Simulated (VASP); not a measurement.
# CoO (R-3m) in VASP: notebook

The runs below take CoO through single point, relaxation of cell and atoms, with PBE+U.

Program: VASP 6.6.1. These are calculated values, not measurements. Logs are shortened: lines on timing, memory, paths and dates and some standing lists are left out, and cuts for length are marked.

## 1. The cell of the first run

Symmetry: R-3m, No. 166, trigonal system. The conventional cell has a = 3.073 Å, b = 3.073 Å, c = 7.421 Å, α = 90.00°, β = 90.00°, γ = 120.00°. Co (site symmetry -3m) has 6 O at 2.16 Å within 2.9 Å. Within 2.9 Å of O (site symmetry -3m) lie 6 Co at 2.16 Å.

## 2. Single point, PBE+U, collinear spin, ferromagnetic start

INCAR

```
ALGO = Normal
EDIFF = 1E-6
ENCUT = 520
GGA = PE
ISIF = 2
ISMEAR = 0
ISPIN = 2
LASPH = True
LCHARG = False
LDAU = True
LDAUJ = 0 0
LDAUL = 2 -1
LDAUPRINT = 1
LDAUTYPE = 2
LDAUU = 3.32 0
LMAXMIX = 4
LORBIT = 11
LREAL = False
LWAVE = False
MAGMOM = 2.88 0.24
NBANDS = 18
NELM = 150
PREC = Accurate
SIGMA = 0.02
```

KPOINTS

```
k-points
0
Gamma
  12 12 12
```

POSCAR

```
CoO
1.0
    1.5367472036      0.8872414117      2.4735053773
   -1.5367472036      0.8872414117      2.4735053773
    0.0000000000     -1.7744828233      2.4735053773
Co O
1 1
Direct
    0.0000000000      0.0000000000      0.0000000000
    0.5000000000      0.5000000000      0.5000000000
```

Potentials or basis: VASP PAW PBE potentials, release 64 (Co, O).

Run with:

```console
> cat potpaw_PBE.64/Co/POTCAR potpaw_PBE.64/O/POTCAR > POTCAR
> mpirun -np 1 vasp_std > vasp.out
```

OUTCAR:

```text
EDIFF = 1E-6
   ENCUT = 520
   GGA = PE
   ISIF = 2
   ISMEAR = 0
   ISPIN = 2
   LASPH = True
   LORBIT = 11
   LREAL = False
   NELM = 150
   PREC = Accurate

 ion  position               nearest neighbor table
   1  0.000  0.000  0.000-   2 2.16   2 2.16   2 2.16   2 2.16   2 2.16   2 2.16
   2  0.500  0.500  0.500-   1 2.16   1 2.16   1 2.16   1 2.16   1 2.16   1 2.16

  LATTYP: Found a trigonal (rhomboedric) cell.
 ALAT       =     3.0441777448
 COS(alpha) =     0.4903232234

  Lattice vectors:

 A1 = (   1.5367472036,   0.8872414117,   2.4735053773)
 A2 = (  -1.5367472036,   0.8872414117,   2.4735053773)
 A3 = (   0.0000000000,  -1.7744828233,   2.4735053773)

Analysis of symmetry for initial positions (statically):
=====================================================================
 Subroutine PRICEL returns:
 Original cell was already a primitive cell.

 Routine SETGRP: Setting up the symmetry group for a
 trigonal (rhombohedral) supercell.

 Subroutine GETGRP returns: Found 12 space group operations
 (whereof 12 operations were pure point group operations)
 out of a pool of 12 trial point group operations.

The static configuration has the point symmetry D_3d.

Analysis of symmetry for dynamics (positions and initial velocities):
=====================================================================
 Subroutine PRICEL returns:
 Original cell was already a primitive cell.

 Routine SETGRP: Setting up the symmetry group for a
 trigonal (rhombohedral) supercell.

 Subroutine GETGRP returns: Found 12 space group operations
 (whereof 12 operations were pure point group operations)
 out of a pool of 12 trial point group operations.

The dynamic configuration has the point symmetry D_3d.

Analysis of structural, dynamic, and magnetic symmetry:
=====================================================================
 Subroutine PRICEL returns:
 Original cell was already a primitive cell.

 Routine SETGRP: Setting up the symmetry group for a
 trigonal (rhombohedral) supercell.
[... 171 lines left out ...]
  o =  0.5126  v =  0.0000  0.0000  0.0000  0.0000  0.0000  0.0000 -0.3315 -0.0000  0.0000 -0.9434      0.0000  0.0000  0.0000  0.0000  0.0000  0.0000  0.0000  0.0000  0.0000  0.0000
  o =  0.5126  v =  0.0000  0.0000  0.0000  0.0000  0.0000  0.9434  0.0000  0.0000  0.3315  0.0000      0.0000  0.0000  0.0000  0.0000  0.0000  0.0000  0.0000  0.0000  0.0000  0.0000
  o =  0.9577  v =  0.0000  0.0000  0.0000  0.0000  0.0000 -0.0000 -0.0000 -1.0000 -0.0000  0.0000      0.0000  0.0000  0.0000  0.0000  0.0000  0.0000  0.0000  0.0000  0.0000  0.0000
  o =  0.9657  v =  0.0000 -0.0000 -1.0000 -0.0000 -0.0000  0.0000  0.0000  0.0000  0.0000  0.0000      0.0000  0.0000  0.0000  0.0000  0.0000  0.0000  0.0000  0.0000  0.0000  0.0000
  o =  0.9679  v =  0.0000  0.5815 -0.0000  0.0000  0.8136  0.0000  0.0000  0.0000  0.0000  0.0000      0.0000  0.0000  0.0000  0.0000  0.0000  0.0000  0.0000  0.0000  0.0000  0.0000
  o =  0.9679  v = -0.8136  0.0000  0.0000 -0.5815 -0.0000  0.0000  0.0000  0.0000  0.0000  0.0000      0.0000  0.0000  0.0000  0.0000  0.0000  0.0000  0.0000  0.0000  0.0000  0.0000
  o =  1.0065  v = -0.5815 -0.0000 -0.0000  0.8136  0.0000  0.0000  0.0000  0.0000  0.0000  0.0000      0.0000  0.0000  0.0000  0.0000  0.0000  0.0000  0.0000  0.0000  0.0000  0.0000
  o =  1.0065  v =  0.0000 -0.8136 -0.0000 -0.0000  0.5815  0.0000  0.0000  0.0000  0.0000  0.0000      0.0000  0.0000  0.0000  0.0000  0.0000  0.0000  0.0000  0.0000  0.0000  0.0000

 number of electron      15.0000001 magnetization       2.9999446

 Free energy of the ion-electron system (eV)
  ---------------------------------------------------
  ext. energy  EPLUGINS =         0.00000000
  ---------------------------------------------------
  free energy    TOTEN  =       -11.46813613 eV

  energy without entropy =      -11.46781204  energy(sigma->0) =      -11.46797408

 E-fermi :   7.0994     XC(G=0): -12.1187

 val. band max:        7.0985300531   @ k =   0.3333   0.0833   0.0833
 cond. band min:       7.0996929611   @ k =  -0.1667   0.1667   0.0000
 fundamental gap:      0.0011629080
 Fermi energy:         7.0994496662

 spin component 1

 k-point     1 :       0.0000    0.0000    0.0000
  band No.  band energies     occupation
      1     -12.3363      1.00000
      2       2.2241      1.00000
      3       2.2241      1.00000
      4       2.4609      1.00000
      5       2.4609      1.00000
      6       3.1610      1.00000
[... 1001 lines left out ...]
     17      34.7171      0.00000
     18      36.2208      0.00000

 [... further k-points ...]

------------------------ aborting loop because EDIFF is reached ----------------------------------------

  FORCE on cell =-STRESS in cart. coord.  units (eV):
  Direction    XX          YY          ZZ          XY          YZ          ZX
  --------------------------------------------------------------------------------------
  -------------------------------------------------------------------------------------
  Total       -0.9125263     -0.9125263     -0.9846238      0.0000000     -0.0000000      0.0000000
  in kB      -72.2516254    -72.2516254    -77.9601304      0.0000000     -0.0000000      0.0000000
  external PRESSURE =     -74.1544604 kB  Pullay stress =       0.0000000 kB

 VOLUME and BASIS-vectors are now :
 -----------------------------------------------------------------------------
  energy-cutoff  :      520.00
  volume of cell :       20.24
      direct lattice vectors                 reciprocal lattice vectors
     1.536747204  0.887241412  2.473505377     0.325362557  0.187848160  0.134761516
    -1.536747204  0.887241412  2.473505377    -0.325362557  0.187848160  0.134761516
     0.000000000 -1.774482823  2.473505377     0.000000000 -0.375696320  0.134761516

 POSITION                                       TOTAL-FORCE (eV/Angst)
 -----------------------------------------------------------------------------------
      0.00000      0.00000      0.00000         0.000000     -0.000000      0.000000
      0.00000      0.00000      3.71026        -0.000000      0.000000      0.000000
 -----------------------------------------------------------------------------------
    total drift:                               -0.000000      0.000000     -0.000000

  FREE ENERGIE OF THE ION-ELECTRON SYSTEM (eV)
  ---------------------------------------------------
  free  energy   TOTEN  =       -11.4681361302 eV

  energy  without entropy=      -11.4678120393  energy(sigma->0) =      -11.46797408

 total charge

# of ion       s       p       d       tot
------------------------------------------
    1        0.286   0.333   7.113   7.732
    2        1.553   3.423   0.000   4.977
--------------------------------------------------
tot          1.839   3.757   7.113  12.708

 magnetization (x)

# of ion       s       p       d       tot
------------------------------------------
    1        0.020   0.016   2.692   2.729
    2        0.021   0.226   0.000   0.247
--------------------------------------------------
tot          0.042   0.242   2.692   2.976
```

It took 52 s on 1 thread of Intel Xeon 6975P-C (Granite Rapids), shared host; peak memory 0.23 GiB.

Results:

```
Free energy                                           : -11.4681 eV
Pressure                                              : -7.4 GPa
Band gap on the k mesh                                : zero (filled and empty bands overlap)
Net moment                                            : 3.00 μB per cell
Site moments                                          : Co +2.73; O +0.25 μB
Valence electrons inside the program's atomic spheres : Co 7.73; O 4.98
```

Stress tensor (GPa, compression positive):
```
-7.23  0.00  0.00
 0.00 -7.23  0.00
 0.00  0.00 -7.80
```

Eigenvalues of the final occupation matrices:
| site | spin | trace | eigenvalues |
| --- | --- | --- | --- |
| site 1 d | 1 | 4.91 | 0.97 0.97 0.97 1.01 1.01 |
| site 1 d | 2 | 2.22 | 0.12 0.12 0.51 0.51 0.96 |

Caveat: the cell stands under tension; a cell with one magnetic atom can't hold antiferromagnetic order, which such compounds often take. The state reached can hang on the start; a lower one may exist.

## 3. Relaxation of cell and atoms, PBE+U, collinear spin, ferromagnetic start

INCAR

```
SYSTEM = CoO
  PREC = Accurate
  ENCUT = 600
  EDIFF = 1E-6
  ISMEAR = 0
  SIGMA = 0.02
  LREAL = .FALSE.
  LASPH = .TRUE.
  NELM = 150
  ALGO = Normal
  ISIF = 3
  LWAVE = .FALSE.
  LCHARG = .FALSE.
  ISPIN = 2
  MAGMOM = 2.88 0.24
  LORBIT = 11
  LMAXMIX = 4
  LDAU = .TRUE.
  LDAUTYPE = 2
  LDAUL = 2 -1
  LDAUU = 3.32 0
  LDAUJ = 0 0
  LDAUPRINT = 1
  GGA = PE
  IBRION = 2
  NSW = 100
  EDIFFG = -0.005
```

KPOINTS

```
regular mesh
0
G
  12 12 12
  0 0 0
```

POSCAR is that of step 2.

Potentials or basis: VASP PAW PBE potentials, release 64 (Co, O).

Run with:

```console
> cat potpaw_PBE.64/Co/POTCAR potpaw_PBE.64/O/POTCAR > POTCAR
> mpirun -np 1 vasp_std > vasp.out
```

It took 2.5 min on 1 thread of Intel Xeon 6975P-C (Granite Rapids), shared host; peak memory 0.24 GiB.

Results (log left out):

```
Free energy                                           : -11.4938 eV
Relaxed volume                                        : 9.65 Å³/atom
Relaxed cell                                          : a = 2.983 Å, b = 2.983 Å, c = 2.983 Å, α = 61.26°, β = 61.26°, γ = 61.26°
Space group after relaxing (to 0.1 Å)                 : Fm-3m (No. 225)
Energy gained by relaxing                             : 11.9 meV/atom
Ionic steps                                           : 9
Pressure after relaxing                               : -0.1 GPa
Band gap on the k mesh                                : zero (filled and empty bands overlap)
Net moment                                            : 3.00 μB per cell
Site moments                                          : Co +2.73; O +0.25 μB
Valence electrons inside the program's atomic spheres : Co 7.80; O 5.00
```

The path:
| step | energy change (eV) | largest force (eV/Å) | pressure (GPa) | volume (Å³) |
| --- | --- | --- | --- | --- |
| 1 | 0.0000 | 0.0000 | -7.64 | 20.24 |
| 2 | -0.0172 | 0.0000 | 4.51 | 18.86 |
| 3 | -0.0233 | 0.0000 | 0.02 | 19.30 |
| 4 | -0.0233 | 0.0000 | -0.29 | 19.32 |
| 5 | -0.0234 | 0.0000 | -0.13 | 19.32 |
| 6 | -0.0237 | 0.0000 | -0.12 | 19.31 |
| 7 | -0.0234 | 0.0000 | -0.03 | 19.29 |
| 8 | -0.0238 | 0.0000 | -0.10 | 19.30 |
| 9 | -0.0238 | 0.0000 | -0.07 | 19.30 |

Final structure:
```xyz
2
Lattice="1.5199 0.8775 2.4123 -1.5199 0.8775 2.4123 0.0000 -1.7550 2.4123" Properties=species:S:1:pos:R:3 pbc="T T T"
Co    1.5199    0.8775    2.4123
O     0.0000    0.0000    3.6185
```

Levels at points of the mesh, in eV from the Fermi level:
Spin up:
```tsv
k point	band 7	band 8	band 9	band 10	band 11	band 12
(0.00, 0.00, 0.00)	-2.78	-2.78	-2.57	1.26	17.10	17.10
(0.50, 0.00, 0.00)	-3.04	-0.46	-0.43	5.36	9.49	13.57
(0.50, 0.50, 0.00)	-3.84	-3.80	-3.26	6.03	10.15	11.11
(0.50, 0.50, 0.50)	-2.46	-0.44	-0.44	5.18	9.92	13.20
```
Spin down:
| k point | band 2 | band 3 | band 4 | band 5 | band 6 | band 7 | band 8 | band 9 | band 10 | band 11 |
| --- | --- | --- | --- | --- | --- | --- | --- | --- | --- | --- |
| (0.00, 0.00, 0.00) | -2.49 | -2.29 | -2.29 | -2.10 | -0.91 | -0.91 | 1.50 | 1.50 | 1.81 | 16.97 |
| (0.50, 0.00, 0.00) | -7.33 | -4.10 | -3.95 | -1.44 | -0.03 | 0.55 | 3.79 | 3.92 | 5.65 | 10.31 |
| (0.50, 0.50, 0.00) | -6.09 | -3.60 | -3.39 | -2.80 | -0.52 | 0.26 | 2.10 | 2.36 | 7.01 | 10.57 |
| (0.50, 0.50, 0.50) | -7.48 | -4.27 | -4.27 | -1.03 | 0.43 | 0.43 | 3.84 | 3.84 | 5.46 | 10.67 |

Eigenvalues of the final occupation matrices:
| site | spin | trace | eigenvalues |
| --- | --- | --- | --- |
| site 1 d | 1 | 4.93 | 0.97 0.97 0.97 1.01 1.01 |
| site 1 d | 2 | 2.24 | 0.13 0.13 0.51 0.51 0.96 |

Caveat: a cell with one magnetic atom can't hold antiferromagnetic order, which such compounds often take.
